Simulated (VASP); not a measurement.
# SnO2 (kl) in VASP: notebook

The runs below take SnO2 (kl) through single point, with LDA.

Program: VASP 6.6.1. These are calculated values, not measurements. Logs are shortened: lines on timing, memory, paths and dates and some standing lists are left out, and cuts for length are marked.

## (1) The cell of the first run

The structure is orthorhombic, space group Pnnm (No. 58). Conventional cell: a = 4.714 Å, b = 4.737 Å, c = 3.187 Å, α = 90.00°, β = 90.00°, γ = 90.00°. Within 2.7 Å of Sn (site symmetry 2/m) lie 6 O at 2.05 Å. Within 2.7 Å of O (site symmetry m) lie 3 Sn at 2.05 Å and 1 O at 2.59 Å.

## (2) Single point, LDA

File INCAR:

```
PREC     = Accurate       # precision mode
ENCUT    = 520            # plane-wave cutoff, eV
EDIFF    = 1E-7           # SCF threshold, eV
ISMEAR   = 0              # smearing method
SIGMA    = 0.1            # smearing width, eV
LREAL    = F              # projectors in reciprocal space
LASPH    = T              # aspherical terms in the spheres
NELM     = 80             # most SCF steps
ALGO     = Normal         # electronic algorithm
ISIF     = 2              # what is computed and relaxed
LWAVE    = F              # write WAVECAR
LCHARG   = F              # write CHGCAR
GGA      = CA             # functional
NBANDS   = 35             # bands
```

File KPOINTS:

```
Automatic mesh
0
Gamma
  4 4 6
```

File POSCAR:

```
SnO2
1.0
    4.7135083580      0.0000000000      0.0000000000
    0.0000000000      4.7366820121      0.0000000000
    0.0000000000      0.0000000000      3.1866224517
Sn O
2 4
Direct
    0.5000000000      0.5000000000      0.5000000000
    0.0000000000      0.0000000000      0.0000000000
    0.3040913181      0.3081008508      0.0000000000
    0.8040913181      0.1918991492      0.5000000000
    0.1959086819      0.8081008508      0.5000000000
    0.6959086819      0.6918991492      0.0000000000
```

Potentials or basis: VASP PAW LDA potentials, release 64 (Sn_d, O).

Run with:

```sh
$ cat potpaw_LDA.64/Sn_d/POTCAR potpaw_LDA.64/O/POTCAR > POTCAR
$ mpirun -np 1 vasp_std > vasp.out
```

OUTCAR:

```text
PREC = Accurate
   ENCUT = 520
   EDIFF = 1E-7
   ISMEAR = 0
   LREAL = F
   LASPH = T
   NELM = 80
   ISIF = 2
   GGA = CA

 ion  position               nearest neighbor table
   1  0.500  0.500  0.500-   4 2.05   5 2.05   3 2.05   6 2.05   3 2.05   6 2.05   2 3.70   2 3.70
                             2 3.70   2 3.70   2 3.70   2 3.70   2 3.70   2 3.70
   2  0.000  0.000  0.000-   3 2.05   6 2.05   5 2.05   4 2.05   4 2.05   5 2.05   1 3.70   1 3.70
                             1 3.70   1 3.70   1 3.70   1 3.70   1 3.70   1 3.70
   3  0.304  0.308  0.000-   2 2.05   1 2.05   1 2.05
   4  0.804  0.192  0.500-   1 2.05   2 2.05   2 2.05
   5  0.196  0.808  0.500-   1 2.05   2 2.05   2 2.05
   6  0.696  0.692  0.000-   2 2.05   1 2.05   1 2.05

  LATTYP: Found a simple orthorhombic cell.
 ALAT       =     3.1866224517
 B/A-ratio  =     1.4791549452
 C/A-ratio  =     1.4864271133

  Lattice vectors:

 A1 = (   0.0000000000,   0.0000000000,   3.1866224517)
 A2 = (   4.7135083580,   0.0000000000,   0.0000000000)
 A3 = (   0.0000000000,   4.7366820121,   0.0000000000)

Analysis of symmetry for initial positions (statically):
=====================================================================
 Subroutine PRICEL returns:
 Original cell was already a primitive cell.

 Routine SETGRP: Setting up the symmetry group for a
 simple orthorhombic supercell.

 Subroutine GETGRP returns: Found  8 space group operations
 (whereof  4 operations were pure point group operations)
 out of a pool of  8 trial point group operations.

The static configuration has the point symmetry C_2h.
 The point group associated with its full space group is D_2h.

Analysis of symmetry for dynamics (positions and initial velocities):
=====================================================================
 Subroutine PRICEL returns:
 Original cell was already a primitive cell.

 Routine SETGRP: Setting up the symmetry group for a
 simple orthorhombic supercell.

 Subroutine GETGRP returns: Found  8 space group operations
 (whereof  4 operations were pure point group operations)
 out of a pool of  8 trial point group operations.

The dynamic configuration has the point symmetry C_2h.
 The point group associated with its full space group is D_2h.

 Subroutine INISYM returns: Found  8 space group operations
 (whereof  4 operations are pure point group operations),
 and found     1 'primitive' translations

----------------------------------------------------------------------------------------

                                     Primitive cell

  volume of cell :      71.1458

  direct lattice vectors                    reciprocal lattice vectors
     4.713508358  0.000000000  0.000000000     0.212156195  0.000000000  0.000000000
     0.000000000  4.736682012  0.000000000     0.000000000  0.211118246  0.000000000
[... 99 lines left out ...]
   ISIF   =      2    stress and relaxation
   ISYM   =      2    0-nonsym 1-usesym 2-fastsym
   POTIM  = 0.5000    time-step for ionic-motion
   TEBEG  =    0.0;   TEEND  =   0.0 temperature during run
   PSTRESS=    0.0 pullay stress
   NELECT =      52.0000    total number of electrons
   NUPDOWN=      -1.0000    fix difference up-down
   EMIN   =  10.00;   EMAX   =-10.00  energy-range for DOS
   EFERMI =   0.00;   METHOD = LEGACY
   ISMEAR =     0;   SIGMA  =   0.10  broadening in eV -4-tet -1-fermi 0-gaus
   EFERMI_NEDOS =   21; number of points for ismear=-14 and -15
   IALGO  =     38    algorithm
   IMIX   =      4    mixing-type and parameters
     AMIX     =   0.40;   BMIX     =  1.00
     AMIX_MAG =   1.60;   BMIX_MAG =  1.00
  volume/ion in A,a.u.               =      11.86        80.02
  Fermi-wavevector in a.u.,A,eV,Ry     =   1.474663  2.786710 29.587667  2.174632
  Thomas-Fermi vector in A             =   2.589407
   LORBIT       =      0    0 simple, 1 ext, 2 COOP (PROOUT), +10 PAW based schemes
   GGA     = CA    functional components
   LHFCALC =     F    Hartree Fock is set to
   AEXX    =    0.0000 exact exchange contribution
   IVDW    =     0    specifies the selected vdW correction
   LEPSILON=     F    determine dielectric tensor
   LRPA    =     F    only Hartree local field effects (RPA)
 non-spin polarized calculation
 Gauss-broadening in eV      SIGMA  =   0.10
  energy-cutoff  :      520.00
  volume of cell :       71.15
 maximum number of plane-waves:      1944
 NGX is ok and might be reduce to    36
   NGX = 17   NGY = 17   NGZ = 11

 number of electron      51.9999991 magnetization

 Free energy of the ion-electron system (eV)
  ---------------------------------------------------
  ext. energy  EPLUGINS =         0.00000000
  ---------------------------------------------------
  free energy    TOTEN  =       -42.27808641 eV

  energy without entropy =      -42.27808641  energy(sigma->0) =      -42.27808641

 E-fermi :   6.3721     XC(G=0): -11.8305

 val. band max:        5.9330925980   @ k =   0.0000   0.0000   0.0000
 cond. band min:       7.1372581528   @ k =   0.0000   0.0000   0.0000
 fundamental gap:      1.2041655548
 Fermi energy:         6.3721205672

 k-point     1 :       0.0000    0.0000    0.0000
  band No.  band energies     occupation
      1     -15.0848      2.00000
      2     -14.3085      2.00000
      3     -14.0289      2.00000
      4     -14.0100      2.00000
      5     -14.0096      2.00000
      6     -13.9285      2.00000
[... 901 lines left out ...]
     34      17.3882      0.00000
     35      18.3937      0.00000

 [... further k-points ...]
[... 5 lines left out ...]
  --------------------------------------------------------------------------------------
  -------------------------------------------------------------------------------------
  Total        0.4246187      0.3192960      0.7623946     -0.0000000      0.0000000      0.0000000
  in kB        9.5622598      7.1904315     17.1688526     -0.0000000      0.0000000      0.0000000
  external PRESSURE =      11.3071813 kB  Pullay stress =       0.0000000 kB

 VOLUME and BASIS-vectors are now :
 -----------------------------------------------------------------------------
  energy-cutoff  :      520.00
  volume of cell :       71.15
      direct lattice vectors                 reciprocal lattice vectors
     4.713508358  0.000000000  0.000000000     0.212156195  0.000000000  0.000000000
     0.000000000  4.736682012  0.000000000     0.000000000  0.211118246  0.000000000
     0.000000000  0.000000000  3.186622452     0.000000000  0.000000000  0.313811886

 POSITION                                       TOTAL-FORCE (eV/Angst)
 -----------------------------------------------------------------------------------
      2.35675      2.36834      1.59331        -0.000000     -0.000000      0.000000
      0.00000      0.00000      0.00000        -0.000000     -0.000000      0.000000
      1.43334      1.45938      0.00000        -0.020766     -0.026637     -0.000000
      3.79009      0.90897      1.59331        -0.020766      0.026637     -0.000000
      0.92342      3.82772      1.59331         0.020766     -0.026637      0.000000
      3.28017      3.27731      0.00000         0.020766      0.026637      0.000000
 -----------------------------------------------------------------------------------
    total drift:                                0.000000      0.000000      0.000000

  FREE ENERGIE OF THE ION-ELECTRON SYSTEM (eV)
  ---------------------------------------------------
  free  energy   TOTEN  =       -42.2780864088 eV

  energy  without entropy=      -42.2780864088  energy(sigma->0) =      -42.27808641
```

Wall time 82 s (1 thread of AMD EPYC 7R13 (Zen 3), shared host); peak memory 0.17 GiB.

What came out:

```yaml
Free_energy: -42.2781 eV
Pressure: 1.1 GPa
Largest_force: 0.034 eV/Å
Band_gap_on_the_k_mesh: 1.20 eV, direct
```

Forces in eV/Å, atoms in the order of the input:
```
Sn   0.000  0.000  0.000
Sn   0.000  0.000  0.000
O   -0.021 -0.027  0.000
O   -0.021  0.027  0.000
O    0.021 -0.027  0.000
O    0.021  0.027  0.000
```

Levels at points of the mesh, in eV from the valence-band top:
```csv
k point,band 24,band 25,band 26,band 27,band 28,band 29
"(0.00, 0.00, 0.00)",-0.82,-0.80,0.00,1.20,5.98,6.07
"(0.50, 0.00, 0.00)",-1.23,-0.65,-0.65,4.35,4.35,6.81
"(0.00, 0.50, 0.00)",-1.23,-0.66,-0.66,4.37,4.37,6.88
"(0.50, 0.50, 0.00)",-1.36,-0.92,-0.92,4.75,4.75,7.33
"(0.00, 0.00, 0.50)",-1.73,-1.29,-1.29,6.08,6.08,9.54
"(0.50, 0.00, 0.50)",-1.12,-0.72,-0.72,6.37,6.37,7.91
"(0.00, 0.50, 0.50)",-1.16,-0.72,-0.72,6.35,6.35,7.88
"(0.50, 0.50, 0.50)",-0.99,-0.85,-0.85,4.73,4.73,8.64
```

Caveat: spin-orbit coupling is left out, which moves the levels of the heavy elements. A hybrid or GW would open this gap; LDA tends to underestimate it.

## (3) Single point, LDA

File INCAR:

```
SYSTEM = SnO2
PREC = Accurate ; ENCUT = 520
EDIFF = 1E-7 ; ISMEAR = 0
SIGMA = 0.02 ; LREAL = .False.
LASPH = .True. ; NELM = 100
ALGO = Normal ; ISIF = 2
LWAVE = .False. ; LCHARG = .True.
GGA = CA ; LELF = .True.
LVHAR = .True. ; NBANDS = 35
```

File KPOINTS:

```
regular mesh
0
Gamma
  6 6 8
  0 0 0
```

File POSCAR:

```
SnO2
1.0
    4.7198419055      0.0000000000      0.0000000000
    0.0000000000      4.7204355958      0.0000000000
    0.0000000000      0.0000000000      3.1887822249
Sn O
2 4
Direct
    0.5000000000      0.5000000000      0.5000000000
    0.0000000000      0.0000000000      0.0000000000
    0.3060176534      0.3061305703      0.0000000000
    0.8060176534      0.1938694297      0.5000000000
    0.1939823466      0.8061305703      0.5000000000
    0.6939823466      0.6938694297      0.0000000000
```

Potentials or basis: VASP PAW LDA potentials, release 64 (Sn_d, O).

Run with:

```sh
$ cat potpaw_LDA.64/Sn_d/POTCAR potpaw_LDA.64/O/POTCAR > POTCAR
$ mpirun -np 1 vasp_std > vasp.out
```

OUTCAR:

```text
SYSTEM = SnO2
   PREC = Accurate
   ENCUT = 520
   EDIFF = 1E-7
   ISMEAR = 0
   LREAL = .False.
   LASPH = .True.
   NELM = 100
   ISIF = 2
   GGA = CA

 ion  position               nearest neighbor table
   1  0.500  0.500  0.500-   4 2.04   5 2.04   3 2.05   6 2.05   3 2.05   6 2.05   2 3.70   2 3.70
                             2 3.70   2 3.70   2 3.70   2 3.70   2 3.70   2 3.70
   2  0.000  0.000  0.000-   3 2.04   6 2.04   5 2.05   4 2.05   4 2.05   5 2.05   1 3.70   1 3.70
                             1 3.70   1 3.70   1 3.70   1 3.70   1 3.70   1 3.70
   3  0.306  0.306  0.000-   2 2.04   1 2.05   1 2.05
   4  0.806  0.194  0.500-   1 2.04   2 2.05   2 2.05
   5  0.194  0.806  0.500-   1 2.04   2 2.05   2 2.05
   6  0.694  0.694  0.000-   2 2.04   1 2.05   1 2.05

  LATTYP: Found a simple orthorhombic cell.
 ALAT       =     3.1887822249
 B/A-ratio  =     1.4801393048
 C/A-ratio  =     1.4803254857

  Lattice vectors:

 A1 = (   0.0000000000,   0.0000000000,   3.1887822249)
 A2 = (   4.7198419055,   0.0000000000,   0.0000000000)
 A3 = (   0.0000000000,   4.7204355958,   0.0000000000)

Analysis of symmetry for initial positions (statically):
=====================================================================
 Subroutine PRICEL returns:
 Original cell was already a primitive cell.

 Routine SETGRP: Setting up the symmetry group for a
 simple orthorhombic supercell.

 Subroutine GETGRP returns: Found  8 space group operations
 (whereof  4 operations were pure point group operations)
 out of a pool of  8 trial point group operations.

The static configuration has the point symmetry C_2h.
 The point group associated with its full space group is D_2h.

Analysis of symmetry for dynamics (positions and initial velocities):
=====================================================================
 Subroutine PRICEL returns:
 Original cell was already a primitive cell.

 Routine SETGRP: Setting up the symmetry group for a
[... 131 lines left out ...]
   EFERMI_NEDOS =   21; number of points for ismear=-14 and -15
   IALGO  =     38    algorithm
   IMIX   =      4    mixing-type and parameters
     AMIX     =   0.40;   BMIX     =  1.00
     AMIX_MAG =   1.60;   BMIX_MAG =  1.00
  volume/ion in A,a.u.               =      11.84        79.91
  Fermi-wavevector in a.u.,A,eV,Ry     =   1.475359  2.788025 29.615601  2.176685
  Thomas-Fermi vector in A             =   2.590018
   LORBIT       =      0    0 simple, 1 ext, 2 COOP (PROOUT), +10 PAW based schemes
   GGA     = CA    functional components
   LHFCALC =     F    Hartree Fock is set to
   AEXX    =    0.0000 exact exchange contribution
   IVDW    =     0    specifies the selected vdW correction
   LEPSILON=     F    determine dielectric tensor
   LRPA    =     F    only Hartree local field effects (RPA)
 non-spin polarized calculation
 Gauss-broadening in eV      SIGMA  =   0.02
  energy-cutoff  :      520.00
  volume of cell :       71.05
 maximum number of plane-waves:      1932
 NGX is ok and might be reduce to    36
   NGX = 17   NGY = 17   NGZ = 11

 number of electron      51.9999986 magnetization

 Free energy of the ion-electron system (eV)
  ---------------------------------------------------
  ext. energy  EPLUGINS =         0.00000000
  ---------------------------------------------------
  free energy    TOTEN  =       -42.27891927 eV

  energy without entropy =      -42.27891927  energy(sigma->0) =      -42.27891927

 E-fermi :   6.0394     XC(G=0): -11.8386

 val. band max:        5.9517686962   @ k =   0.0000   0.0000   0.0000
 cond. band min:       7.1652491707   @ k =   0.0000   0.0000   0.0000
 fundamental gap:      1.2134804744
 Fermi energy:         6.0393790589

 k-point     1 :       0.0000    0.0000    0.0000
  band No.  band energies     occupation
      1     -15.0688      2.00000
      2     -14.2856      2.00000
      3     -14.0080      2.00000
      4     -13.9890      2.00000
      5     -13.9890      2.00000
      6     -13.9112      2.00000
[... 901 lines left out ...]
     34      18.0894      0.00000
     35      18.2610      0.00000

 [... further k-points ...]
[... 5 lines left out ...]
  --------------------------------------------------------------------------------------
  -------------------------------------------------------------------------------------
  Total        0.5387392      0.5362118      0.7865307     -0.0000000      0.0000000      0.0000000
  in kB       12.1493985     12.0924023     17.7374778     -0.0000000      0.0000000      0.0000000
  external PRESSURE =      13.9930929 kB  Pullay stress =       0.0000000 kB

 VOLUME and BASIS-vectors are now :
 -----------------------------------------------------------------------------
  energy-cutoff  :      520.00
  volume of cell :       71.05
      direct lattice vectors                 reciprocal lattice vectors
     4.719841906  0.000000000  0.000000000     0.211871503  0.000000000  0.000000000
     0.000000000  4.720435596  0.000000000     0.000000000  0.211844856  0.000000000
     0.000000000  0.000000000  3.188782225     0.000000000  0.000000000  0.313599340

 POSITION                                       TOTAL-FORCE (eV/Angst)
 -----------------------------------------------------------------------------------
      2.35992      2.36022      1.59439         0.000000      0.000000      0.000000
      0.00000      0.00000      0.00000         0.000000      0.000000      0.000000
      1.44435      1.44507      0.00000        -0.018988     -0.019152     -0.000000
      3.80428      0.91515      1.59439        -0.018988      0.019152     -0.000000
      0.91557      3.80529      1.59439         0.018988     -0.019152      0.000000
      3.27549      3.27537      0.00000         0.018988      0.019152      0.000000
 -----------------------------------------------------------------------------------
    total drift:                               -0.000000      0.000000     -0.000000

  FREE ENERGIE OF THE ION-ELECTRON SYSTEM (eV)
  ---------------------------------------------------
  free  energy   TOTEN  =       -42.2789192743 eV

  energy  without entropy=      -42.2789192743  energy(sigma->0) =      -42.27891927
```

OSZICAR:

```text
N       E                     dE             d eps       ncg     rms          rms(c)
DAV:   1     0.629882287041E+03    0.62988E+03   -0.25613E+04  6224   0.234E+03
DAV:   2     0.515815165870E+02   -0.57830E+03   -0.54699E+03  5960   0.608E+02
DAV:   3    -0.434874502978E+02   -0.95069E+02   -0.93334E+02  6131   0.207E+02
DAV:   4    -0.483348162643E+02   -0.48474E+01   -0.48126E+01  7138   0.502E+01
DAV:   5    -0.484618966289E+02   -0.12708E+00   -0.12691E+00  7125   0.861E+00    0.159E+01
DAV:   6    -0.423443884029E+02    0.61175E+01   -0.16926E+01  8955   0.644E+01    0.643E+00
DAV:   7    -0.423729322135E+02   -0.28544E-01   -0.19803E+00  6384   0.788E+00    0.320E+00
DAV:   8    -0.422934866748E+02    0.79446E-01   -0.21175E-01  8792   0.426E+00    0.727E-01
DAV:   9    -0.422787856721E+02    0.14701E-01   -0.33045E-02  9235   0.305E+00    0.129E-01
DAV:  10    -0.422789044543E+02   -0.11878E-03   -0.34057E-03  7490   0.466E-01    0.492E-02
DAV:  11    -0.422789188828E+02   -0.14428E-04   -0.13944E-04  8947   0.128E-01    0.211E-02
DAV:  12    -0.422789219948E+02   -0.31120E-05   -0.14701E-05  6792   0.263E-02    0.136E-02
DAV:  13    -0.422789191902E+02    0.28046E-05   -0.91805E-06  7989   0.440E-02    0.151E-03
DAV:  14    -0.422789192743E+02   -0.84166E-07   -0.94448E-07  7755   0.800E-03
   1 F= -.42278919E+02 E0= -.42278919E+02  d E =-.181724E-12
```

stdout:

```text
POSCAR found type information on POSCAR SnO
 POSCAR found :  2 types and       6 ions
 scaLAPACK will be used
 LDA part: xc-table for (Slater(with rela. corr.)+CA(PZ))
 , standard interpolation
 POSCAR, INCAR and KPOINTS ok, starting setup
 FFT: planning ... GRIDC
 FFT: planning ... GRID_SOFT
 FFT: planning ... GRID
 WAVECAR not read
 entering main loop
```

Run time: 3.5 min. Hardware: 1 thread of AMD EPYC 7R13 (Zen 3), shared host; peak memory 0.23 GiB.

What came out:

- Free energy: -42.2789 eV
- Pressure: 1.4 GPa
- Largest force: 0.027 eV/Å
- Band gap on the k mesh: 1.21 eV, direct

Forces in eV/Å, atoms in the order of the input:
```
Sn   0.000  0.000  0.000
Sn   0.000  0.000  0.000
O   -0.019 -0.019  0.000
O   -0.019  0.019  0.000
O    0.019 -0.019  0.000
O    0.019  0.019  0.000
```

Levels at points of the mesh, in eV from the valence-band top:
| k point | band 23 | band 24 | band 25 | band 26 | band 27 | band 28 | band 29 | band 30 |
| --- | --- | --- | --- | --- | --- | --- | --- | --- |
| (0.00, 0.00, 0.00) | -1.28 | -0.81 | -0.81 | 0.00 | 1.21 | 5.97 | 6.08 | 6.08 |
| (0.50, 0.00, 0.00) | -1.24 | -1.24 | -0.65 | -0.65 | 4.37 | 4.37 | 6.84 | 6.84 |
| (0.00, 0.50, 0.00) | -1.24 | -1.24 | -0.65 | -0.65 | 4.37 | 4.37 | 6.84 | 6.84 |
| (0.50, 0.50, 0.00) | -1.36 | -1.36 | -0.92 | -0.92 | 4.76 | 4.76 | 7.34 | 7.34 |
| (0.00, 0.00, 0.50) | -1.74 | -1.74 | -1.29 | -1.29 | 6.09 | 6.09 | 9.55 | 9.55 |
| (0.50, 0.00, 0.50) | -1.14 | -1.14 | -0.72 | -0.72 | 6.38 | 6.38 | 7.92 | 7.92 |
| (0.00, 0.50, 0.50) | -1.14 | -1.14 | -0.72 | -0.72 | 6.38 | 6.38 | 7.91 | 7.91 |
| (0.50, 0.50, 0.50) | -0.99 | -0.99 | -0.85 | -0.85 | 4.74 | 4.74 | 8.65 | 8.65 |

Caveat: spin-orbit coupling is left out, which moves the levels of the heavy elements. LDA gaps usually lie below the measured ones, often by a third to a half.
